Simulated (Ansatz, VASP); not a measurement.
## Two plane-wave programs on CuO

```
Cu O
1.0
     1.99097   -2.15355    0.00000
     1.99097    2.15355    0.00000
     0.00000    0.00000    5.15593
Cu O
2 2
Direct
  0.50000 0.00000 0.00000
  0.00000 0.50000 0.50000
  0.50000 0.50000 0.25000
  0.50000 0.50000 0.75000
```

Alike in both runs: functional PBE; k mesh 9 × 9 × 5; occupations fermi-dirac, width 0.05 eV; no spin polarisation; Hubbard terms Cu d U = 6.0 eV.

|  | VASP | Ansatz |
| --- | --- | --- |
| version | VASP 6.6.1 | Ansatz 0.2.0 |
| potentials or method | VASP PAW PBE potentials, release 64 (Cu, O) | Ansatz PAW |
| plane-wave cutoff (eV) | 520 | 420 |
| valence electrons in the cell | 34 | 50 |
| task | single point | projected density of states |

```tsv
	VASP	Ansatz	Ansatz less VASP
gap on the k mesh at the Fermi level (eV)	none	none	-
pressure (GPa)	-1.1	4.7	+5.86
traceless stress, the component that is largest in VASP (GPa)	0.54	-0.15	-0.687
```

The programs project onto different local orbitals, so the same U acts differently, and such runs can settle in different states. A gap of «none» marks a metal or a gap that the smearing closes. VASP's potentials hold 34 valence electrons a cell and Ansatz's 50, so a difference there can come from the potentials and not from the codes.
